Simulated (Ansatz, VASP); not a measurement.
# Ga: VASP beside Ansatz

```
CELL_PARAMETERS angstrom
2.20858 -3.74550 0.00000
2.20858 3.74550 0.00000
0.00000 0.00000 4.43907
ATOMIC_POSITIONS crystal
Ga 0.15602 0.84398 0.08450
Ga 0.65602 0.34398 0.41550
Ga 0.84398 0.15602 0.91550
Ga 0.34398 0.65602 0.58450
```

Alike in both runs: task single point; functional LDA; k mesh 10 × 10 × 10; occupations gaussian, width 0.15 eV; no spin polarisation.

|  | VASP | Ansatz |
| --- | --- | --- |
| version | VASP 6.6.1 | Ansatz 0.2.0 |
| potentials or method | VASP PAW LDA potentials, release 64 (Ga_d), cutoff 520 eV | scalar-relativistic, plane waves, PAW |
| valence electrons in the cell | 52 | 52 |

|  | VASP | Ansatz | Ansatz less VASP |
| --- | --- | --- | --- |
| gap on the k mesh at the Fermi level (eV) | none | none | - |
| pressure (GPa) | 0.2 | 0.0 | -0.21 |
| traceless stress, the component that is largest in VASP (GPa) | 0.22 | 0.25 | +0.027 |
| rms of the force components (eV/Å) | 0.006 | 0.005 | -0.0013 |

LDA's correlation is that of Perdew and Zunger in VASP and of Perdew and Wang (1992) in Ansatz. Atom by atom the forces differ by 0.001 eV/Å (rms over components). A gap of «none» marks a metal or a gap that the smearing closes.
